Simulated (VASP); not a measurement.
The system is InP.

```
In P
1.0
     0.00000    2.93050    2.93050
     2.93050    0.00000    2.93050
     2.93050    2.93050    0.00000
In P
1 1
Direct
  0.00000 0.00000 0.00000
  0.75000 0.75000 0.75000
```

Program: VASP 6.6.1. Alike in all runs: task single point; no spin polarisation; cell as given; k mesh 6 × 6 × 6, shifted; smearing gaussian 0.01 eV.

**Question.** Order these runs on this cell by their band gap on the k mesh, lowest first.
A. level RPBE; potentials or basis VASP PAW PBE potentials, release 64 (In_d, P); cutoff (eV) 500
B. level r2SCAN; potentials or basis VASP PAW PBE potentials, release 64 (In_d, P); cutoff (eV) 550
C. level LDA; potentials or basis VASP PAW LDA potentials, release 64 (In_d, P); cutoff (eV) 500

**Answer.** C (1.31 eV), A (1.56 eV), B (1.85 eV).

Caveats: spin-orbit coupling is left out, which moves the levels of the heavy elements; a shifted mesh leaves out Γ, where band edges can lie.

A k mesh can miss the band edges.
